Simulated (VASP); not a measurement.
# AgCl (Cmc2_1) in VASP: single point with r2SCAN

Aim: the single point of AgCl with r2SCAN.

Everything below comes from runs of VASP 6.6.1. Logs are shortened: lines on timing, memory, paths and dates and some standing lists are left out, and cuts for length are marked.

## (1) The cell of the first run

The typed cell holds 4 atoms: a = 4.607 Å, b = 4.542 Å, c = 5.722 Å, α = 90.00°, β = 90.00°, γ = 120.47°.

## (2) Single point, r2SCAN (uniaxial x strain +1.9%)

Input file POSCAR:

```
AgCl
1.0
    4.6065201333      0.0000000000      0.0000000000
   -2.3032600666      3.9142106147      0.0000000000
    0.0000000000      0.0000000000      5.7224971438
Ag Cl
2 2
Direct
    0.3328855460      0.6657710920     -0.0624279419
    0.6671144540      0.3342289080      0.4375720581
    0.3303573137      0.6607146275      0.4374279419
    0.6696426863      0.3392853725      0.9374279419
```

Input file INCAR.step1:

```
SYSTEM = AgCl
  ALGO = Normal
  EDIFF = 1E-4
  ENCUT = 520
  GGA = PE
  ISMEAR = 0
  LASPH = .True.
  LCHARG = .False.
  LREAL = .False.
  LWAVE = .True.
  NBANDS = 26
  NELM = 100
  PREC = Accurate
  SIGMA = 0.01
```

Input file INCAR.step2:

```
SYSTEM = AgCl
  ALGO = Normal
  EDIFF = 1E-7
  ENCUT = 520
  ISIF = 2
  ISMEAR = 0
  ISTART = 1
  LASPH = .True.
  LCHARG = .False.
  LMIXTAU = .True.
  LREAL = .False.
  LWAVE = .False.
  METAGGA = R2SCAN
  NBANDS = 26
  NELM = 100
  PREC = Accurate
  SIGMA = 0.01
```

Input file KPOINTS:

```
k-points
0
Gamma
  6 6 4
  0 0 0
```

Potentials or basis: VASP PAW PBE potentials, release 64 (Ag, Cl).

Run with:

```sh
cat potpaw_PBE.64/Ag/POTCAR potpaw_PBE.64/Cl/POTCAR > POTCAR
cp INCAR.step1 INCAR
mpirun -np 1 vasp_std > vasp.out
cp INCAR.step2 INCAR
mpirun -np 1 vasp_std > vasp.out
```

OUTCAR:

```text
SYSTEM = AgCl
   EDIFF = 1E-7
   ENCUT = 520
   ISIF = 2
   ISMEAR = 0
   ISTART = 1
   LASPH = .True.
   LREAL = .False.
   METAGGA = R2SCAN
   NELM = 100
   PREC = Accurate

 ion  position               nearest neighbor table
   1  0.333  0.666  0.938-   4 2.63   4 2.63   4 2.64   3 2.86   3 2.86
   2  0.667  0.334  0.438-   3 2.63   3 2.63   3 2.64   4 2.86   4 2.86
   3  0.330  0.661  0.437-   2 2.63   2 2.63   2 2.64   1 2.86   1 2.86
   4  0.670  0.339  0.937-   1 2.63   1 2.63   1 2.64   2 2.86   2 2.86

  Warning from LATTYP: Monoclinic adjustment (A1->A3, A2->A1, A3->A2)!
  LATTYP: Found a base centered orthorhombic cell.
 ALAT       =     4.6065201333
 B/A-ratio  =     1.6994219070
 C/A-ratio  =     1.2422603133

  Lattice vectors:

 A1 = (   2.3032600666,  -3.9142106147,   0.0000000000)
 A2 = (   2.3032600667,   3.9142106147,   0.0000000000)
 A3 = (   0.0000000000,   0.0000000000,   5.7224971438)

Analysis of symmetry for initial positions (statically):
=====================================================================
 Subroutine PRICEL returns:
 Original cell was already a primitive cell.

 Routine SETGRP: Setting up the symmetry group for a
 base centered orthorhombic supercell.

 Subroutine GETGRP returns: Found  4 space group operations
 (whereof  2 operations were pure point group operations)
 out of a pool of  8 trial point group operations.

The static configuration has the point symmetry C_1h.
 The point group associated with its full space group is C_2v.

Analysis of symmetry for dynamics (positions and initial velocities):
=====================================================================
 Subroutine PRICEL returns:
 Original cell was already a primitive cell.

 Routine SETGRP: Setting up the symmetry group for a
 base centered orthorhombic supercell.

 Subroutine GETGRP returns: Found  4 space group operations
 (whereof  2 operations were pure point group operations)
 out of a pool of  8 trial point group operations.

The dynamic configuration has the point symmetry C_1h.
 The point group associated with its full space group is C_2v.

 Subroutine INISYM returns: Found  4 space group operations
 (whereof  2 operations are pure point group operations),
 and found     1 'primitive' translations

----------------------------------------------------------------------------------------

                                     Primitive cell

  volume of cell :     103.1817

  direct lattice vectors                    reciprocal lattice vectors
     4.606520133  0.000000000  0.000000000     0.217083606  0.127739677  0.000000000
    -2.303260067  3.914210615  0.000000000     0.000000000  0.255479354  0.000000000
     0.000000000  0.000000000  5.722497144     0.000000000  0.000000000  0.174748886

  length of vectors
     4.606520133  4.541591315  5.722497144     0.251878377  0.255479354  0.174748886

  position of ions in fractional coordinates (direct lattice)
     0.332885546  0.665771092  0.937572058
     0.667114454  0.334228908  0.437572058
     0.330357314  0.660714627  0.437427942
     0.669642686  0.339285373  0.937427942

  ion indices of the primitive-cell ions
   primitive index   ion index
                 1           1
                 2           2
                 3           3
                 4           4

----------------------------------------------------------------------------------------

 KPOINTS: k-points

Automatic generation of k-mesh.
 Grid dimensions read from file:
 generate k-points for:    6    6    4

 Generating k-lattice:

  Cartesian coordinates                     Fractional coordinates (reciprocal lattice)
     0.036180601  0.021289946  0.000000000     0.166666667  0.000000000  0.000000000
     0.000000000  0.042579892  0.000000000     0.000000000  0.166666667  0.000000000
     0.000000000  0.000000000  0.043687221     0.000000000  0.000000000  0.250000000

  Length of vectors
     0.041979730  0.042579892  0.043687221

  Shift w.r.t. Gamma in fractional coordinates (k-lattice)
     0.000000000  0.000000000  0.000000000

 Subroutine IBZKPT returns following result:
 ===========================================

 Found     39 irreducible k-points:

 Following reciprocal coordinates:
            Coordinates               Weight
  0.000000  0.000000  0.000000      1.000000
  0.166667  0.000000  0.000000      4.000000
  0.333333  0.000000  0.000000      4.000000
  0.500000  0.000000  0.000000      2.000000
  0.000000  0.166667  0.000000      2.000000
  0.166667  0.166667  0.000000      4.000000
[... 16 lines left out ...]
  0.000000  0.333333  0.250000      4.000000
  0.166667  0.333333  0.250000      8.000000
 [... further k-points ...]
   k-points           NKPTS =     39   k-points in BZ     NKDIM =     39   number of bands    NBANDS=     26
   number of dos      NEDOS =    301   number of ions     NIONS =      4
   total plane-waves  NPLWV =  62208
   dimension x,y,z NGX =    36 NGY =   36 NGZ =   48
   dimension x,y,z NGXF=    72 NGYF=   72 NGZF=   96
   ions per type =               2   2
   NGX,Y,Z   is equivalent  to a cutoff of  12.99, 13.18, 13.94 a.u.
   NGXF,Y,Z  is equivalent  to a cutoff of  25.98, 26.36, 27.89 a.u.
 SYSTEM =  AgCl
   PREC   = accura    normal or accurate (medium, high low for compatibility)
   ISTART =      1    job   : 0-new  1-cont  2-samecut
   ICHARG =      0    charge: 1-file 2-atom 10-const
   ISPIN  =      1    spin polarized calculation?
   LNONCOLLINEAR =      F non collinear calculations
   LSORBIT =      F    spin-orbit coupling
   LASPH  =      T    aspherical Exc in radial PAW
   ENCUT  =  520.0 eV  38.22 Ry    6.18 a.u.   8.57  8.44 10.64*2*pi/ulx,y,z
   NELM   =    100;   NELMIN=  2; NELMDL=  0     # of ELM steps
   EDIFF  = 0.1E-06   stopping-criterion for ELM
   LREAL  =      F    real-space projection
   EDIFFG = 0.1E-05   stopping-criterion for IOM
   NSW    =      0    number of steps for IOM
   IBRION =     -1    ionic relax: 0-MD 1-quasi-New 2-CG
   NFREE  =      0    steps in history (QN), initial steepest desc. (CG)
   ISIF   =      2    stress and relaxation
   ISYM   =      2    0-nonsym 1-usesym 2-fastsym
   POTIM  = 0.5000    time-step for ionic-motion
   TEBEG  =    0.0;   TEEND  =   0.0 temperature during run
   PSTRESS=    0.0 pullay stress
   NELECT =      36.0000    total number of electrons
   NUPDOWN=      -1.0000    fix difference up-down
   EMIN   =  10.00;   EMAX   =-10.00  energy-range for DOS
   EFERMI =   0.00;   METHOD = LEGACY
   ISMEAR =     0;   SIGMA  =   0.01  broadening in eV -4-tet -1-fermi 0-gaus
   EFERMI_NEDOS =   21; number of points for ismear=-14 and -15
   IALGO  =     38    algorithm
   IMIX   =      4    mixing-type and parameters
     AMIX     =   0.40;   BMIX     =  1.00
     AMIX_MAG =   1.60;   BMIX_MAG =  1.00
  volume/ion in A,a.u.               =      25.80       174.08
  Fermi-wavevector in a.u.,A,eV,Ry     =   1.152501  2.177912 18.072063  1.328259
  Thomas-Fermi vector in A             =   2.289152
   LORBIT       =      0    0 simple, 1 ext, 2 COOP (PROOUT), +10 PAW based schemes
   METAGGA = R2SCAN    functional components
   LHFCALC =     F    Hartree Fock is set to
   AEXX    =    0.0000 exact exchange contribution
   IVDW    =     0    specifies the selected vdW correction
   LEPSILON=     F    determine dielectric tensor
   LRPA    =     F    only Hartree local field effects (RPA)
 non-spin polarized calculation
 Gauss-broadening in eV      SIGMA  =   0.01
  energy-cutoff  :      520.00
  volume of cell :      103.18
 maximum number of plane-waves:      2807
 NGX is ok and might be reduce to    36
   NGX = 17   NGY = 17   NGZ = 21

 number of electron      35.9999998 magnetization

 Free energy of the ion-electron system (eV)
  ---------------------------------------------------
  ext. energy  EPLUGINS =         0.00000000
  ---------------------------------------------------
  free energy    TOTEN  =       -57.13390619 eV

  energy without entropy =      -57.13390619  energy(sigma->0) =      -57.13390619

 E-fermi :   1.6918     XC(G=0):  -9.3011

 val. band max:        1.6472091190   @ k =   0.3333   0.3333   0.5000
 cond. band min:       3.3955909113   @ k =   0.0000   0.0000   0.0000
 fundamental gap:      1.7483817923
 Fermi energy:         1.6918158393

 k-point     1 :       0.0000    0.0000    0.0000
  band No.  band energies     occupation
      1     -13.7247      2.00000
      2     -13.3619      2.00000
      3      -2.5024      2.00000
      4      -2.4699      2.00000
      5      -2.2630      2.00000
      6      -2.2614      2.00000
[... 18 lines left out ...]
     25      10.7137      0.00000
     26      12.3390      0.00000

 k-point     2 :       0.1667    0.0000    0.0000
  band No.  band energies     occupation
      1     -13.6850      2.00000
      2     -13.3642      2.00000
      3      -2.5068      2.00000
      4      -2.4122      2.00000
      5      -2.2883      2.00000
      6      -2.1595      2.00000
[... 18 lines left out ...]
     25      11.1331      0.00000
     26      12.1623      0.00000

 k-point     3 :       0.3333    0.0000    0.0000
  band No.  band energies     occupation
      1     -13.5917      2.00000
      2     -13.3823      2.00000
      3      -2.5523      2.00000
      4      -2.2671      2.00000
      5      -2.2161      2.00000
      6      -2.0296      2.00000
[... 18 lines left out ...]
     25      11.4926      0.00000
     26      12.1892      0.00000

 k-point     4 :       0.5000    0.0000    0.0000
  band No.  band energies     occupation
      1     -13.5263      2.00000
      2     -13.4097      2.00000
      3      -2.5767      2.00000
      4      -2.1832      2.00000
      5      -2.1140      2.00000
      6      -1.8843      2.00000
[... 18 lines left out ...]
     25      12.0468      0.00000
     26      12.4124      0.00000
[... 496 lines left out ...]
      1     -13.5727      2.00000
      2     -13.4006      2.00000
      3      -2.6277      2.00000
      4      -2.4895      2.00000
      5      -2.2376      2.00000
      6      -2.1655      2.00000
[... 18 lines left out ...]
     25      11.0413      0.00000
     26      11.4573      0.00000

 k-point    23 :       0.0000    0.3333    0.2500
  band No.  band energies     occupation
      1     -13.5519      2.00000
      2     -13.4001      2.00000
      3      -2.6597      2.00000
      4      -2.4269      2.00000
      5      -2.2387      2.00000
      6      -2.1269      2.00000
[... 18 lines left out ...]
     25      11.0005      0.00000
     26      11.3838      0.00000

 k-point    24 :       0.1667    0.3333    0.2500
  band No.  band energies     occupation
      1     -13.5010      2.00000
      2     -13.4116      2.00000
      3      -2.6257      2.00000
      4      -2.4500      2.00000
      5      -2.1515      2.00000
      6      -2.0517      2.00000
[... 18 lines left out ...]
     25      11.2785      0.00000
     26      11.9091      0.00000

 [... further k-points ...]

------------------------ aborting loop because EDIFF is reached ----------------------------------------

  FORCE on cell =-STRESS in cart. coord.  units (eV):
  Direction    XX          YY          ZZ          XY          YZ          ZX
  --------------------------------------------------------------------------------------
  -------------------------------------------------------------------------------------
  Total       -0.6177871     -0.5505976     -0.4304774     -0.0000000      0.0000000      0.0000000
  in kB       -9.5928288     -8.5495283     -6.6843344     -0.0000000      0.0000000      0.0000000
  external PRESSURE =      -8.2755638 kB  Pullay stress =       0.0000000 kB

 VOLUME and BASIS-vectors are now :
 -----------------------------------------------------------------------------
  energy-cutoff  :      520.00
  volume of cell :      103.18
      direct lattice vectors                 reciprocal lattice vectors
     4.606520133  0.000000000  0.000000000     0.217083606  0.127739677  0.000000000
    -2.303260067  3.914210615  0.000000000     0.000000000  0.255479354  0.000000000
     0.000000000  0.000000000  5.722497144     0.000000000  0.000000000  0.174748886

 POSITION                                       TOTAL-FORCE (eV/Angst)
 -----------------------------------------------------------------------------------
      0.00000      2.60597      5.36525        -0.000000     -0.003429     -0.000511
      2.30326      1.30824      2.50400         0.000000      0.003429     -0.000511
     -0.00000      2.58618      2.50318        -0.000000     -0.000545      0.000511
      2.30326      1.32803      5.36443         0.000000      0.000545      0.000511
 -----------------------------------------------------------------------------------
    total drift:                                0.000000      0.000000      0.000111

  FREE ENERGIE OF THE ION-ELECTRON SYSTEM (eV)
  ---------------------------------------------------
  free  energy   TOTEN  =       -57.1339061921 eV

  energy  without entropy=      -57.1339061921  energy(sigma->0) =      -57.13390619
```

It took 5.1 min on 1 thread of AMD EPYC 7R13 (Zen 3), shared host; peak memory 0.27 GiB.

What came out:

```yaml
Free_energy: -57.1339 eV
Pressure: -0.8 GPa
Largest_force: 0.003 eV/Å
Band_gap_on_the_k_mesh: 1.75 eV, indirect (least direct gap 1.79 eV)
```

Forces on the atoms (eV/Å):
```
Ag   0.000 -0.003 -0.001
Ag   0.000  0.003 -0.001
Cl   0.000 -0.001  0.001
Cl   0.000  0.001  0.001
```

Caveat: the cell differs from its parent crystal (uniaxial x strain +1.9%); the PAW data sets were made with another functional, which shifts forces and pressure a little.
